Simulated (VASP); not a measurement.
## Pt: single point with LDA

Crystal: Pt.

```xyz
1
Lattice="0.0000 1.9845 1.6488 1.9845 0.0000 1.6488 1.9845 1.9845 0.0000" Properties=species:S:1:pos:R:3 pbc="T T T"
Pt    0.0000    0.0000    0.0000
```

This cell differs from its parent crystal: volume 12.987 Å^3 an atom, c/a of the conventional cell 0.8308.

```
Program                : VASP 6.6.1
Task                   : single point
Functional             : LDA
Potentials or basis    : VASP PAW LDA potentials, release 64 (Pt)
Cutoff                 : 520 eV
k mesh                 : 22 × 22 × 22
Occupations            : gaussian, width 0.15 eV
Spin                   : no spin polarisation
Dipole correction      : no
Further INCAR settings : ALGO = Normal; EDIFF = 1e-07; NBANDS = 11
```

* Pressure: 59.2 GPa
* Band gap on the k mesh: zero (band 5 reaches 15.62 eV, above the bottom of band 6 at 12.11 eV)

Stress tensor (GPa, compression positive):
```
55.02  0.00  0.00
 0.00 55.02  0.00
 0.00  0.00 67.47
```

Levels at points of the mesh, in eV from the Fermi level:
```
           k point  band 2  band 3  band 4  band 5  band 6  band 7  band 8  band 9
(0.00, 0.00, 0.00)   -5.14   -5.14   -3.51   -2.87   -0.91   14.90   18.06   18.06
(0.50, 0.00, 0.00)   -5.99   -3.17   -0.77   -0.51    1.03    7.59   13.47   18.65
(0.50, 0.50, 0.00)   -8.31    0.33    0.86    0.86    4.77    9.79    9.79   14.42
(0.50, 0.00, 0.50)   -7.81   -0.30   -0.20    0.47    1.53    9.28   12.28   14.67
```

Run time: 62 s on 1 thread of AMD EPYC 7R13, on a shared host, peak memory 0.23 GiB.

Caveat: spin-orbit coupling is left out, which moves the levels of the heavy elements.
